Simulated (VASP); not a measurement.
A run of VASP 6.6.1 is set up as follows.

INCAR

```
SYSTEM = HfN
ALGO     = Normal         ! electronic algorithm
EDIFF    = 1E-8           ! SCF threshold, eV
ENCUT    = 520            ! plane-wave cutoff, eV
ISIF     = 2              ! what is computed and relaxed
ISMEAR   = -1             ! smearing method
LASPH    = .True.         ! aspherical terms in the spheres
LCHARG   = .False.        ! write CHGCAR
LEFG     = .True.       
LREAL    = .False.        ! projectors in reciprocal space
LWAVE    = .False.        ! write WAVECAR
NBANDS   = 14             ! bands
NELM     = 100            ! most SCF steps
PREC     = Accurate       ! precision mode
SIGMA    = 0.03           ! smearing width, eV
```

Contents of KPOINTS:

```
k-points
0
Gamma
  10 10 10
  0 0 0
```

File POSCAR:

```
HfN
1.0
    0.0000000000      2.2284692304      2.2284692304
    2.2284692304      0.0000000000      2.2284692304
    2.2284692304      2.2284692304      0.0000000000
Hf N
1 1
Direct
    0.0000000000      0.0000000000      0.0000000000
    0.5000000000      0.5000000000      0.5000000000
```

Potentials or basis: VASP PAW LDA potentials, release 64 (Hf_pv, N).

The run is started by

```sh
$ cat potpaw_LDA.64/Hf_pv/POTCAR potpaw_LDA.64/N/POTCAR > POTCAR
$ mpirun -np 1 vasp_std > vasp.out
```

Task: What does it give for the pressure?

Result: 1.1 GPa.

Caveat: without QUAD_EFG the Cq values of the log hold for a quadrupole moment of 1 mb, not for the nuclei.
